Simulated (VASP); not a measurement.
# MgCd2O3 (P6/mmm) in VASP: a series of runs, part 2 of 2

VASP 6.6.1. The steps go on from the part before.

### Step 4. Relaxation of cell and atoms, PBE

This run uses another cell than the first one, of 15.08 Å³/atom, 0.993 times its volume.

INCAR reads:

```
SYSTEM = MgCd2O3
PREC = Accurate
ENCUT = 600
EDIFF = 1E-6
ISMEAR = 0
SIGMA = 0.1
LREAL = .FALSE.
LASPH = .TRUE.
NELM = 60
ALGO = Normal
ISIF = 3
LWAVE = .FALSE.
LCHARG = .FALSE.
GGA = PE
IBRION = 2
NSW = 90
EDIFFG = -0.04
```

KPOINTS reads:

```
regular mesh
0
G
  3 3 6
  0 0 0
```

POSCAR reads:

```
MgCd2O3
1.0
    5.8050059240      0.0000000000      0.0000000000
   -2.9025029620      5.0272825993      0.0000000000
    0.0000000000      0.0000000000      3.1000265152
Mg Cd O
1 2 3
Direct
    0.0000000000      0.0000000000      0.0000000000
    0.6666666667      0.3333333333      0.0000000000
    0.3333333333      0.6666666667      0.0000000000
    0.5000000000      0.0000000000      0.5000000000
    0.5000000000      0.5000000000      0.5000000000
    0.0000000000      0.5000000000      0.5000000000
```

Potentials or basis: VASP PAW PBE potentials, release 64 (Mg, Cd, O).

Command:

```console
cat potpaw_PBE.64/Mg/POTCAR potpaw_PBE.64/Cd/POTCAR potpaw_PBE.64/O/POTCAR > POTCAR
mpirun -np 1 vasp_std > vasp.out
```

OUTCAR:

```text
SYSTEM = MgCd2O3
   PREC = Accurate
   ENCUT = 600
   EDIFF = 1E-6
   ISMEAR = 0
   LREAL = .FALSE.
   LASPH = .TRUE.
   NELM = 60
   ISIF = 3
   GGA = PE
   IBRION = 2
   NSW = 90
   EDIFFG = -0.04

 ion  position               nearest neighbor table
   1  0.000  0.000  0.000-   2 3.35   3 3.35   3 3.35   2 3.35   2 3.35   3 3.35
   2  0.667  0.333  0.000-   4 2.28   4 2.28   6 2.28   6 2.28   5 2.28   5 2.28   3 3.35   1 3.35
                             3 3.35   1 3.35   1 3.35   3 3.35
   3  0.333  0.667  0.000-   4 2.28   4 2.28   6 2.28   6 2.28   5 2.28   5 2.28   2 3.35   1 3.35
                             2 3.35   1 3.35   1 3.35   2 3.35
   4  0.500  0.000  0.500-   2 2.28   3 2.28   2 2.28   3 2.28
   5  0.500  0.500  0.500-   2 2.28   3 2.28   2 2.28   3 2.28
   6  0.000  0.500  0.500-   2 2.28   3 2.28   2 2.28   3 2.28

  LATTYP: Found a hexagonal cell.
 ALAT       =     5.8050059240
 C/A-ratio  =     0.5340264172

  Lattice vectors:

 A1 = (   5.8050059240,   0.0000000000,   0.0000000000)
 A2 = (  -2.9025029620,   5.0272825993,   0.0000000000)
 A3 = (   0.0000000000,   0.0000000000,   3.1000265152)

Analysis of symmetry for initial positions (statically):
=====================================================================
 Subroutine PRICEL returns:
 Original cell was already a primitive cell.

 Routine SETGRP: Setting up the symmetry group for a
 hexagonal supercell.

 Subroutine GETGRP returns: Found 24 space group operations
 (whereof 24 operations were pure point group operations)
 out of a pool of 24 trial point group operations.

The static configuration has the point symmetry D_6h.

Analysis of symmetry for dynamics (positions and initial velocities):
=====================================================================
 Subroutine PRICEL returns:
 Original cell was already a primitive cell.

 Routine SETGRP: Setting up the symmetry group for a
 hexagonal supercell.

 Subroutine GETGRP returns: Found 24 space group operations
 (whereof 24 operations were pure point group operations)
 out of a pool of 24 trial point group operations.
[... 106 lines left out ...]
   PSTRESS=    0.0 pullay stress
   NELECT =      44.0000    total number of electrons
   NUPDOWN=      -1.0000    fix difference up-down
   EMIN   =  10.00;   EMAX   =-10.00  energy-range for DOS
   EFERMI =   0.00;   METHOD = LEGACY
   ISMEAR =     0;   SIGMA  =   0.10  broadening in eV -4-tet -1-fermi 0-gaus
   EFERMI_NEDOS =   21; number of points for ismear=-14 and -15
   IALGO  =     38    algorithm
   IMIX   =      4    mixing-type and parameters
     AMIX     =   0.40;   BMIX     =  1.00
     AMIX_MAG =   1.60;   BMIX_MAG =  1.00
  volume/ion in A,a.u.               =      15.08       101.75
  Fermi-wavevector in a.u.,A,eV,Ry     =   1.287435  2.432899 22.551500  1.657489
  Thomas-Fermi vector in A             =   2.419449
   LORBIT       =      0    0 simple, 1 ext, 2 COOP (PROOUT), +10 PAW based schemes
   GGA     = PE    functional components
   LHFCALC =     F    Hartree Fock is set to
   AEXX    =    0.0000 exact exchange contribution
   IVDW    =     0    specifies the selected vdW correction
   LEPSILON=     F    determine dielectric tensor
   LRPA    =     F    only Hartree local field effects (RPA)
 conjugate gradient relaxation of ions
 non-spin polarized calculation
 Gauss-broadening in eV      SIGMA  =   0.10
  energy-cutoff  :      600.00
  volume of cell :       90.47
 maximum number of plane-waves:      3060
 NGX is ok and might be reduce to    48
   NGX = 23   NGY = 23   NGZ = 13

--------------------------------------- Ionic step        1  -------------------------------------------

 number of electron      44.0000002 magnetization

 Free energy of the ion-electron system (eV)
  ---------------------------------------------------
  ext. energy  EPLUGINS =         0.00000000
  ---------------------------------------------------
  free energy    TOTEN  =       -20.84985186 eV

  energy without entropy =      -20.83208180  energy(sigma->0) =      -20.84096683

------------------------ aborting loop because EDIFF is reached ----------------------------------------

  FORCE on cell =-STRESS in cart. coord.  units (eV):
  Direction    XX          YY          ZZ          XY          YZ          ZX
  --------------------------------------------------------------------------------------
  -------------------------------------------------------------------------------------
  Total        0.7560899      0.7560899      0.8260739      0.0000000      0.0000000      0.0000000
  in kB       13.3900644     13.3900644     14.6294529      0.0000000      0.0000000      0.0000000
  external PRESSURE =      13.8031939 kB  Pullay stress =       0.0000000 kB
[... 67 lines left out ...]
--------------------------------------- Ionic step        3  -------------------------------------------

 number of electron      44.0000000 magnetization

 Free energy of the ion-electron system (eV)
  ---------------------------------------------------
  ext. energy  EPLUGINS =         0.00000000
  ---------------------------------------------------
  free energy    TOTEN  =       -20.85517418 eV

  energy without entropy =      -20.83762207  energy(sigma->0) =      -20.84639812

 E-fermi :   1.5675     XC(G=0): -10.1814

 val. band max:        1.4779576232   @ k =   0.0000   0.0000   0.0000
 cond. band min:       1.6547060146   @ k =   0.3333   0.0000   0.1667
 fundamental gap:      0.1767483914
 Fermi energy:         1.5675059433

 k-point     1 :       0.0000    0.0000    0.0000
  band No.  band energies     occupation
      1     -15.6893      2.00000
      2     -14.8495      2.00000
      3     -14.8495      2.00000
      4      -6.2246      2.00000
      5      -5.5540      2.00000
      6      -5.3675      2.00000
[... 370 lines left out ...]
  FREE ENERGIE OF THE ION-ELECTRON SYSTEM (eV)
  ---------------------------------------------------
  free  energy   TOTEN  =       -20.8551741774 eV

  energy  without entropy=      -20.8376220668  energy(sigma->0) =      -20.84639812

 reached required accuracy - stopping structural energy minimisation
```

OSZICAR:

```text
N       E                     dE             d eps       ncg     rms          rms(c)
DAV:   1     0.371329246646E+03    0.37133E+03   -0.25369E+04   632   0.182E+03
DAV:   2    -0.666155777306E+00   -0.37200E+03   -0.36160E+03   736   0.425E+02
DAV:   3    -0.280452202881E+02   -0.27379E+02   -0.27161E+02   680   0.116E+02
[... 29 lines left out ...]
DAV:   4    -0.208552616507E+02    0.20313E-03   -0.66361E-04   638   0.192E-01    0.189E-01
DAV:   5    -0.208551816875E+02    0.79963E-04   -0.30243E-04   670   0.101E-01    0.241E-02
DAV:   6    -0.208551750642E+02    0.66234E-05   -0.16000E-05   674   0.292E-02    0.147E-02
DAV:   7    -0.208551736998E+02    0.13644E-05   -0.23297E-05   660   0.336E-02    0.631E-03
DAV:   8    -0.208551741774E+02   -0.47762E-06   -0.14068E-06   316   0.128E-02
   3 F= -.20855174E+02 E0= -.20846398E+02  d E =-.532231E-02
```

CONTCAR:

```text
MgCd2O3
   1.00000000000000
     5.8308677017661052    0.0000000000000000    0.0000000000000000
    -2.9154338508830526    5.0496795558324328    0.0000000000000000
     0.0000000000000000    0.0000000000000000    3.1151157263212488
  Mg              Cd              O
     1     2     3
Direct
     0.0000000000000000    0.0000000000000000    0.0000000000000000
     0.6666666667000030    0.3333333332999970    0.0000000000000000
     0.3333333332999970    0.6666666667000030    0.0000000000000000
     0.5000000000000000    0.0000000000000000    0.5000000000000000
     0.5000000000000000    0.5000000000000000    0.5000000000000000
     0.0000000000000000    0.5000000000000000    0.5000000000000000

  0.00000000E+00  0.00000000E+00  0.00000000E+00
  0.00000000E+00  0.00000000E+00  0.00000000E+00
  0.00000000E+00  0.00000000E+00  0.00000000E+00
  0.00000000E+00  0.00000000E+00  0.00000000E+00
  0.00000000E+00  0.00000000E+00  0.00000000E+00
  0.00000000E+00  0.00000000E+00  0.00000000E+00
```

It took 54 s on 1 thread of Intel Xeon 6975P-C (Granite Rapids), shared host; peak memory 0.26 GiB.

What came out:

| Property | Result |
| --- | --- |
| Free energy | -20.8552 eV |
| Relaxed volume | 15.29 Å³/atom |
| Relaxed cell | a = 5.831 Å, b = 5.831 Å, c = 3.115 Å, α = 90.00°, β = 90.00°, γ = 120.00° |
| Space group after relaxing (to 0.05 Å) | P6/mmm (No. 191) |
| Energy gained by relaxing | 0.9 meV/atom |
| Ionic steps | 3 |
| Pressure after relaxing | 0.0 GPa |
| Band gap on the k mesh | zero (band 22 reaches 1.79 eV, above the bottom of band 23 at 1.11 eV) |

Stress tensor (GPa, compression positive):
```
 0.15  0.00  0.00
 0.00  0.15  0.00
 0.00  0.00 -0.31
```

The path:
```csv
step,energy change (eV),largest force (eV/Å),pressure (GPa),volume (Å³)
1,0.0000,0.0000,1.38,90.47
2,-0.0046,0.0000,-0.46,92.18
3,-0.0053,0.0000,0.00,91.72
```

Final structure:
```yaml
crystal:
  lattice:
    - [5.83087, 0.00000, 0.00000]
    - [-2.91543, 5.04968, 0.00000]
    - [0.00000, 0.00000, 3.11512]
  atoms:
    - { symbol: Mg, position: [0.00000, 0.00000, 0.00000] }
    - { symbol: Cd, position: [0.66667, 0.33333, 0.00000] }
    - { symbol: Cd, position: [0.33333, 0.66667, 0.00000] }
    - { symbol: O, position: [0.50000, 0.00000, 0.50000] }
    - { symbol: O, position: [0.50000, 0.50000, 0.50000] }
    - { symbol: O, position: [0.00000, 0.50000, 0.50000] }
```

Caveat: the k points lie up to 0.41 Å⁻¹ apart in the final cell.

### Step 5. Single point, PBE, collinear spin, ferromagnetic start

This run uses another cell than the first one, of 15.08 Å³/atom, 0.993 times its volume.

INCAR reads:

```
SYSTEM = MgCd2O3
PREC     = Accurate       ! precision mode
ENCUT    = 520            ! plane-wave cutoff, eV
EDIFF    = 1E-7           ! SCF threshold, eV
ISMEAR   = 0              ! smearing method
SIGMA    = 0.1            ! smearing width, eV
LREAL    = .False.        ! projectors in reciprocal space
LASPH    = .True.         ! aspherical terms in the spheres
NELM     = 150            ! most SCF steps
ALGO     = Normal         ! electronic algorithm
ISIF     = 2              ! what is computed and relaxed
LWAVE    = .False.        ! write WAVECAR
LCHARG   = .True.         ! write CHGCAR
ISPIN    = 2              ! spin polarisation
MAGMOM   = 0 0 0 1 1 1    ! initial moments
LORBIT   = 11             ! projections on sites
GGA      = PE             ! functional
LELF     = .True.         ! ELF
LVHAR    = .True.       
NBANDS   = 35             ! bands
```

KPOINTS reads:

```
Automatic mesh
0
Gamma
  6 6 4
  0 0 0
```

Changes to POSCAR since step 4:

```diff
@@ -2,4 +2,4 @@
 1.0
-    5.8050059240      0.0000000000      0.0000000000
-   -2.9025029620      5.0272825993      0.0000000000
+    5.8050059240      0.0000000032      0.0000000000
+   -2.9025029648      5.0272825977      0.0000000000
     0.0000000000      0.0000000000      3.1000265152
```

Command:

```console
cat potpaw_PBE.64/Mg/POTCAR potpaw_PBE.64/Cd/POTCAR potpaw_PBE.64/O/POTCAR > POTCAR
mpirun -np 1 vasp_std > vasp.out
```

Run time: 75 s. Hardware: 1 thread of Intel Xeon 6975P-C (Granite Rapids), shared host; peak memory 0.33 GiB.

Results (log left out):

- Free energy: -20.8840 eV
- Pressure: 1.3 GPa
- Band gap on the k mesh: zero (filled and empty bands overlap)
- Net moment: 0.00 μB per cell
- Valence electrons inside the program's atomic spheres: Mg 0.23; Cd 10.27; O 4.89

Stress tensor (GPa, compression positive):
```
1.22 0.00 0.00
0.00 1.22 0.00
0.00 0.00 1.50
```

Levels at points of the mesh, in eV from the Fermi level:
Spin up:
```
           k point  band 18  band 19  band 20  band 21  band 22  band 23  band 24  band 25  band 26  band 27
(0.00, 0.00, 0.00)    -1.90    -0.84    -0.69    -0.69    -0.18    -0.18     2.57     4.82     4.82     5.55
(0.50, 0.00, 0.00)    -2.14    -1.32    -0.75    -0.72    -0.18     0.21     1.64     3.72     4.96     6.71
(0.00, 0.00, 0.50)    -1.82    -1.82    -0.57     0.11     0.11     1.34     2.34     4.08     4.28     4.28
(0.50, 0.00, 0.50)    -2.15    -1.48    -1.45    -0.98     0.10     1.77     2.42     5.04     5.06     5.08
```
Spin down:
```csv
k point,band 20,band 21,band 22,band 23,band 24,band 25
"(0.00, 0.00, 0.00)",-0.69,-0.69,-0.18,-0.18,2.57,4.82
"(0.50, 0.00, 0.00)",-0.75,-0.72,-0.18,0.21,1.64,3.72
"(0.00, 0.00, 0.50)",-0.57,0.11,0.11,1.34,2.34,4.08
"(0.50, 0.00, 0.50)",-1.45,-0.98,0.10,1.77,2.42,5.04
```

Caveat: the k points lie up to 0.51 Å⁻¹ apart.

### Step 6. Overview

| task | spin | cell | k mesh | cutoff (eV) | gap on the mesh (eV) | pressure (GPa) |
| --- | --- | --- | --- | --- | --- | --- |
| single point | off | a = 5.830, b = 5.830, c = 3.093 Å, angles 90.0, 90.0, 120.0°, 6 atoms | 3 × 3 × 6 | 520 | none | 1.0 |
| single point | off | a = 5.821, b = 5.821, c = 3.098 Å, angles 90.0, 90.0, 120.0°, 6 atoms | 6 × 6 × 12 | 520 | none | 1.0 |
| relaxation of cell and atoms | off | relaxed from a = 5.805, b = 5.805, c = 3.100 Å, angles 90.0, 90.0, 120.0°, 6 atoms | 3 × 3 × 6 | 600 | none | 0.0 |
| single point | collinear, ferromagnetic start | a = 5.805, b = 5.805, c = 3.100 Å, angles 90.0, 90.0, 120.0°, 6 atoms | 6 × 6 × 4 | 520 | none | 1.3 |

Alike in all rows: level PBE; potentials or basis VASP PAW PBE potentials, release 64 (Mg, Cd, O); smearing gaussian 0.1 eV.

Caveats: some runs use coarse meshes.

Absolute energies hang on the potentials; compare differences alone.
